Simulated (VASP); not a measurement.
# LiBe (Pm-3m) in VASP: single point with PBE

Aim: the single point of LiBe with PBE.

All numbers are computed with VASP 6.6.1; they aren't measurements. Logs are shortened: lines on timing, memory, paths and dates and some standing lists are left out, and cuts for length are marked.

### 1 The cell of the first run

It takes space group Pm-3m (No. 221, cubic). The conventional cell has a = 2.816 Å, b = 2.816 Å, c = 2.816 Å, α = 90.00°, β = 90.00°, γ = 90.00°. Li (site symmetry m-3m) has 8 Be at 2.44 Å and 6 Li at 2.82 Å within 3.2 Å. Be (site symmetry m-3m) has 8 Li at 2.44 Å and 6 Be at 2.82 Å within 3.2 Å.

### 2 Single point, PBE

File INCAR:

```
SYSTEM = LiBe
ALGO     = Fast           ! electronic algorithm
EDIFF    = 1E-6           ! SCF threshold, eV
ENCUT    = 520            ! plane-wave cutoff, eV
GGA      = PE             ! functional
ISIF     = 2              ! what is computed and relaxed
ISMEAR   = 0              ! smearing method
LASPH    = .TRUE.         ! aspherical terms in the spheres
LCHARG   = .TRUE.         ! write CHGCAR
LELF     = .TRUE.         ! ELF
LREAL    = .FALSE.        ! projectors in reciprocal space
LVHAR    = .TRUE.       
LWAVE    = .FALSE.        ! write WAVECAR
NBANDS   = 10             ! bands
NELM     = 100            ! most SCF steps
PREC     = Accurate       ! precision mode
SIGMA    = 0.1            ! smearing width, eV
```

File KPOINTS:

```
k-points
0
G
  20 20 20
  0 0 0
```

File POSCAR:

```
LiBe
1.0
    2.8164576269      0.0000000000      0.0000000000
    0.0000000000      2.8164576269      0.0000000000
    0.0000000000      0.0000000000      2.8164576269
Li Be
1 1
Direct
    0.0000000000      0.0000000000      0.0000000000
    0.5000000000      0.5000000000      0.5000000000
```

Potentials or basis: VASP PAW PBE potentials, release 64 (Li_sv, Be).

Run with:

```
> cat potpaw_PBE.64/Li_sv/POTCAR potpaw_PBE.64/Be/POTCAR > POTCAR
> mpirun -np 1 vasp_std > vasp.out
```

OUTCAR:

```text
SYSTEM = LiBe
   EDIFF = 1E-6
   ENCUT = 520
   GGA = PE
   ISIF = 2
   ISMEAR = 0
   LASPH = .TRUE.
   LREAL = .FALSE.
   NELM = 100
   PREC = Accurate

 ion  position               nearest neighbor table
   1  0.000  0.000  0.000-   2 2.44   2 2.44   2 2.44   2 2.44   2 2.44   2 2.44   2 2.44   2 2.44

   2  0.500  0.500  0.500-   1 2.44   1 2.44   1 2.44   1 2.44   1 2.44   1 2.44   1 2.44   1 2.44

  LATTYP: Found a simple cubic cell.
 ALAT       =     2.8164576269

  Lattice vectors:

 A1 = (   2.8164576269,   0.0000000000,   0.0000000000)
 A2 = (   0.0000000000,   2.8164576269,   0.0000000000)
 A3 = (   0.0000000000,   0.0000000000,   2.8164576269)

Analysis of symmetry for initial positions (statically):
=====================================================================
 Subroutine PRICEL returns:
 Original cell was already a primitive cell.

 Routine SETGRP: Setting up the symmetry group for a
 simple cubic supercell.

 Subroutine GETGRP returns: Found 48 space group operations
 (whereof 48 operations were pure point group operations)
 out of a pool of 48 trial point group operations.

The static configuration has the point symmetry O_h .

Analysis of symmetry for dynamics (positions and initial velocities):
=====================================================================
 Subroutine PRICEL returns:
 Original cell was already a primitive cell.

 Routine SETGRP: Setting up the symmetry group for a
 simple cubic supercell.

 Subroutine GETGRP returns: Found 48 space group operations
 (whereof 48 operations were pure point group operations)
 out of a pool of 48 trial point group operations.

The dynamic configuration has the point symmetry O_h .

 Subroutine INISYM returns: Found 48 space group operations
 (whereof 48 operations are pure point group operations),
 and found     1 'primitive' translations

----------------------------------------------------------------------------------------

                                     Primitive cell

  volume of cell :      22.3414

  direct lattice vectors                    reciprocal lattice vectors
     2.816457627  0.000000000  0.000000000     0.355055936  0.000000000  0.000000000
     0.000000000  2.816457627  0.000000000     0.000000000  0.355055936  0.000000000
     0.000000000  0.000000000  2.816457627     0.000000000  0.000000000  0.355055936

  length of vectors
     2.816457627  2.816457627  2.816457627     0.355055936  0.355055936  0.355055936

  position of ions in fractional coordinates (direct lattice)
     0.000000000  0.000000000  0.000000000
     0.500000000  0.500000000  0.500000000

  ion indices of the primitive-cell ions
   primitive index   ion index
                 1           1
                 2           2

----------------------------------------------------------------------------------------

 KPOINTS: k-points

Automatic generation of k-mesh.
 Grid dimensions read from file:
 generate k-points for:   20   20   20

 Generating k-lattice:

  Cartesian coordinates                     Fractional coordinates (reciprocal lattice)
     0.017752797  0.000000000  0.000000000     0.050000000  0.000000000  0.000000000
     0.000000000  0.017752797  0.000000000     0.000000000  0.050000000  0.000000000
     0.000000000  0.000000000  0.017752797     0.000000000  0.000000000  0.050000000

  Length of vectors
     0.017752797  0.017752797  0.017752797

  Shift w.r.t. Gamma in fractional coordinates (k-lattice)
     0.000000000  0.000000000  0.000000000

 Subroutine IBZKPT returns following result:
 ===========================================

 Found    286 irreducible k-points:

 Following reciprocal coordinates:
            Coordinates               Weight
  0.000000  0.000000  0.000000      1.000000
  0.050000  0.000000  0.000000      6.000000
  0.100000  0.000000  0.000000      6.000000
  0.150000  0.000000  0.000000      6.000000
  0.200000  0.000000  0.000000      6.000000
  0.250000  0.000000  0.000000      6.000000
[... 16 lines left out ...]
  0.150000  0.100000  0.000000     24.000000
  0.200000  0.100000  0.000000     24.000000
 [... further k-points ...]
   k-points           NKPTS =    286   k-points in BZ     NKDIM =    286   number of bands    NBANDS=     10
   number of dos      NEDOS =    301   number of ions     NIONS =      2
   total plane-waves  NPLWV =  13824
   dimension x,y,z NGX =    24 NGY =   24 NGZ =   24
   dimension x,y,z NGXF=    48 NGYF=   48 NGZF=   48
   ions per type =               1   1
   NGX,Y,Z   is equivalent  to a cutoff of  14.17, 14.17, 14.17 a.u.
   NGXF,Y,Z  is equivalent  to a cutoff of  28.33, 28.33, 28.33 a.u.
 SYSTEM =  LiBe
   PREC   = accura    normal or accurate (medium, high low for compatibility)
   ISTART =      0    job   : 0-new  1-cont  2-samecut
   ICHARG =      2    charge: 1-file 2-atom 10-const
   ISPIN  =      1    spin polarized calculation?
   LNONCOLLINEAR =      F non collinear calculations
   LSORBIT =      F    spin-orbit coupling
   LASPH  =      T    aspherical Exc in radial PAW
   ENCUT  =  520.0 eV  38.22 Ry    6.18 a.u.   5.24  5.24  5.24*2*pi/ulx,y,z
   NELM   =    100;   NELMIN=  2; NELMDL= -5     # of ELM steps
   EDIFF  = 0.1E-05   stopping-criterion for ELM
   LREAL  =      F    real-space projection
   EDIFFG = 0.1E-04   stopping-criterion for IOM
   NSW    =      0    number of steps for IOM
   IBRION =     -1    ionic relax: 0-MD 1-quasi-New 2-CG
   NFREE  =      0    steps in history (QN), initial steepest desc. (CG)
   ISIF   =      2    stress and relaxation
   ISYM   =      2    0-nonsym 1-usesym 2-fastsym
   POTIM  = 0.5000    time-step for ionic-motion
   TEBEG  =    0.0;   TEEND  =   0.0 temperature during run
   PSTRESS=    0.0 pullay stress
   NELECT =       5.0000    total number of electrons
   NUPDOWN=      -1.0000    fix difference up-down
   EMIN   =  10.00;   EMAX   =-10.00  energy-range for DOS
   EFERMI =   0.00;   METHOD = LEGACY
   ISMEAR =     0;   SIGMA  =   0.10  broadening in eV -4-tet -1-fermi 0-gaus
   EFERMI_NEDOS =   21; number of points for ismear=-14 and -15
   IALGO  =     68    algorithm
   IMIX   =      4    mixing-type and parameters
     AMIX     =   0.40;   BMIX     =  1.00
     AMIX_MAG =   1.60;   BMIX_MAG =  1.00
  volume/ion in A,a.u.               =      11.17        75.38
  Fermi-wavevector in a.u.,A,eV,Ry     =   0.993943  1.878280 13.441512  0.987923
  Thomas-Fermi vector in A             =   2.125860
   LORBIT       =      0    0 simple, 1 ext, 2 COOP (PROOUT), +10 PAW based schemes
   GGA     = PE    functional components
   LHFCALC =     F    Hartree Fock is set to
   AEXX    =    0.0000 exact exchange contribution
   IVDW    =     0    specifies the selected vdW correction
   LEPSILON=     F    determine dielectric tensor
   LRPA    =     F    only Hartree local field effects (RPA)
 non-spin polarized calculation
 RMM-DIIS sequential band-by-band and
 Gauss-broadening in eV      SIGMA  =   0.10
  energy-cutoff  :      520.00
  volume of cell :       22.34
 maximum number of plane-waves:       624
 NGX is ok and might be reduce to    24
   NGX = 11   NGY = 11   NGZ = 11

 number of electron       5.0000004 magnetization

 Free energy of the ion-electron system (eV)
  ---------------------------------------------------
  ext. energy  EPLUGINS =         0.00000000
  ---------------------------------------------------
  free energy    TOTEN  =        -4.94373565 eV

  energy without entropy =       -4.93997305  energy(sigma->0) =       -4.94185435

 E-fermi :   2.8404     XC(G=0):  -9.1364

 val. band max:        2.8357901599   @ k =   0.5000   0.4500   0.2500
 cond. band min:       2.8662447514   @ k =   0.4000   0.2500   0.2500
 fundamental gap:      0.0304545915
 Fermi energy:         2.8403726378

 k-point     1 :       0.0000    0.0000    0.0000
  band No.  band energies     occupation
      1     -41.7925      2.00000
      2      -3.6164      2.00000
      3       9.0312      0.00000
      4       9.0312      0.00000
      5       9.0312      0.00000
      6      13.5599      0.00000
      7      13.5599      0.00000
      8      21.4630      0.00000
      9      22.5324      0.00000
     10      22.5324      0.00000

 k-point     2 :       0.0500    0.0000    0.0000
  band No.  band energies     occupation
      1     -41.7920      2.00000
      2      -3.5844      2.00000
      3       8.6025      0.00000
      4       9.0718      0.00000
      5       9.0718      0.00000
      6      13.6067      0.00000
      7      14.0504      0.00000
      8      21.4618      0.00000
      9      22.3650      0.00000
     10      22.3829      0.00000

 k-point     3 :       0.1000    0.0000    0.0000
  band No.  band energies     occupation
      1     -41.7907      2.00000
      2      -3.4883      2.00000
      3       7.6478      0.00000
      4       9.1934      0.00000
      5       9.1934      0.00000
      6      13.7473      0.00000
      7      15.1760      0.00000
      8      21.4709      0.00000
      9      21.8812      0.00000
     10      21.8818      0.00000

 k-point     4 :       0.1500    0.0000    0.0000
  band No.  band energies     occupation
      1     -41.7885      2.00000
      2      -3.3280      2.00000
      3       6.5378      0.00000
      4       9.3940      0.00000
      5       9.3940      0.00000
      6      13.9813      0.00000
      7      16.5083      0.00000
      8      21.1408      0.00000
      9      21.1459      0.00000
     10      21.5498      0.00000
[... 222 lines left out ...]
 k-point    22 :       0.1000    0.1000    0.0000
  band No.  band energies     occupation
      1     -41.7889      2.00000
      2      -3.3597      2.00000
      3       7.3216      0.00000
      4       8.3853      0.00000
      5       9.3547      0.00000
      6      14.7000      0.00000
      7      15.9357      0.00000
      8      20.9981      0.00000
      9      21.4605      0.00000
     10      21.5596      0.00000

 k-point    23 :       0.1500    0.1000    0.0000
  band No.  band energies     occupation
      1     -41.7867      2.00000
      2      -3.1990      2.00000
      3       6.4705      0.00000
      4       8.3647      0.00000
      5       9.5540      0.00000
      6      15.0952      0.00000
      7      17.0575      0.00000
      8      20.1543      0.00000
      9      20.9042      0.00000
     10      21.5092      0.00000

 k-point    24 :       0.2000    0.1000    0.0000
  band No.  band energies     occupation
      1     -41.7841      2.00000
      2      -2.9740      2.00000
      3       5.4336      0.00000
      4       8.5835      0.00000
      5       9.8283      0.00000
      6      15.4425      0.00000
      7      18.1901      0.00000
      8      19.2170      0.00000
      9      20.1508      0.00000
     10      21.5999      0.00000

 [... further k-points ...]

------------------------ aborting loop because EDIFF is reached ----------------------------------------

  FORCE on cell =-STRESS in cart. coord.  units (eV):
  Direction    XX          YY          ZZ          XY          YZ          ZX
  --------------------------------------------------------------------------------------
  -------------------------------------------------------------------------------------
  Total       -0.0006491     -0.0006491     -0.0006491      0.0000000     -0.0000000      0.0000000
  in kB       -0.0465486     -0.0465486     -0.0465486      0.0000000     -0.0000000      0.0000000
  external PRESSURE =      -0.0465486 kB  Pullay stress =       0.0000000 kB

 VOLUME and BASIS-vectors are now :
 -----------------------------------------------------------------------------
  energy-cutoff  :      520.00
  volume of cell :       22.34
      direct lattice vectors                 reciprocal lattice vectors
     2.816457627  0.000000000  0.000000000     0.355055936  0.000000000  0.000000000
     0.000000000  2.816457627  0.000000000     0.000000000  0.355055936  0.000000000
     0.000000000  0.000000000  2.816457627     0.000000000  0.000000000  0.355055936

 POSITION                                       TOTAL-FORCE (eV/Angst)
 -----------------------------------------------------------------------------------
      0.00000      0.00000      0.00000         0.000000      0.000000      0.000000
      1.40823      1.40823      1.40823         0.000000      0.000000      0.000000
 -----------------------------------------------------------------------------------
    total drift:                                0.000000      0.000000      0.000000

  FREE ENERGIE OF THE ION-ELECTRON SYSTEM (eV)
  ---------------------------------------------------
  free  energy   TOTEN  =        -4.9437356508 eV

  energy  without entropy=       -4.9399730508  energy(sigma->0) =       -4.94185435
```

Wall time 39 s (1 thread of Intel Xeon Platinum 8488C (Sapphire Rapids), shared host); peak memory 0.17 GiB.

Results:

```
Free energy            : -4.9437 eV
Band gap on the k mesh : zero (an odd number of electrons rules out a gap without spin polarisation)
```

Caveat: the cutoff is under 1.25 times the usual one of these potentials, so pressure, stress and relaxed cells hold a basis-set (Pulay) error.

The gap in the log of VASP goes by the Fermi energy; the results here count the filled bands.